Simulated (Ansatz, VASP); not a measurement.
# Br: VASP beside Ansatz

```
Br
1.0
     3.07850    0.00000    0.00000
     0.00000    3.07850    0.00000
     0.00000    0.00000    3.07850
Br
1
Cartesian
  0.0000 0.0000 0.0000
```

Alike in both runs: functional r2SCAN; k mesh 14 × 14 × 14; occupations gaussian, width 0.1 eV; no spin polarisation.

Ansatz relaxed the structure, and its values are those at the end. VASP's run is a single point on that final structure, the one shown.

|  | VASP | Ansatz |
| --- | --- | --- |
| version | VASP 6.6.1 | Ansatz 0.2.0 |
| potentials or method | VASP PAW PBE potentials, release 64 (Br), cutoff 520 eV | scalar-relativistic, plane waves, PAW |
| valence electrons in the cell | 7 | 7 |

```tsv
	VASP	Ansatz	Ansatz less VASP
gap on the k mesh at the Fermi level (eV)	none	none	-
pressure (GPa)	0.0	0.0	+0.03
```

VASP's potentials were made for PBE, not for r2SCAN. A gap of «none» marks a metal or a gap that the smearing closes. The functional is the same, so the differences come from potentials, cutoffs and numerics.
